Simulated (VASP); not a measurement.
Runs of VASP 6.6.1 on Ge. The structure is that of space group P-3m1 (No. 164), or close to it. The cells are those of the table. 

| cell | gap on the mesh (eV) | largest force (eV/Å) | work function (eV) |
| --- | --- | --- | --- |
| a = 4.022, b = 4.022, c = 28.000 Å, angles 90.0, 90.0, 120.0°, 2 atoms | none | 0.39 | 4.73 |
| a = 3.768, b = 3.768, c = 28.000 Å, angles 90.0, 90.0, 120.0°, 2 atoms | none | (b) | - |
| a = 4.149, b = 4.149, c = 28.000 Å, angles 90.0, 90.0, 120.0°, 2 atoms | none | (a) | 4.52 |
| a = 3.895, b = 3.895, c = 28.000 Å, angles 90.0, 90.0, 120.0°, 2 atoms | none | 1.29 | - |
| a = 4.085, b = 4.085, c = 28.000 Å, angles 90.0, 90.0, 120.0°, 2 atoms | none | 0.04 | - |
| a = 3.958, b = 3.958, c = 28.000 Å, angles 90.0, 90.0, 120.0°, 2 atoms | none | 0.32 | - |
| a = 3.704, b = 3.704, c = 28.000 Å, angles 90.0, 90.0, 120.0°, 2 atoms | none | 0.53 | - |

Alike in all rows: task single point; level LDA; potentials or basis VASP PAW LDA potentials, release 64 (Ge_d); no spin polarisation; k mesh 12 × 12 × 1; cutoff (eV) 520; smearing gaussian 0.1 eV.

Q: Fill in the values left out.

A: (a) 1.70; (b) 0.64.

A k mesh can miss the band edges, and the runs leave out spin-orbit coupling on Ge.

A gap of «none» marks levels without a gap at the run's occupations.
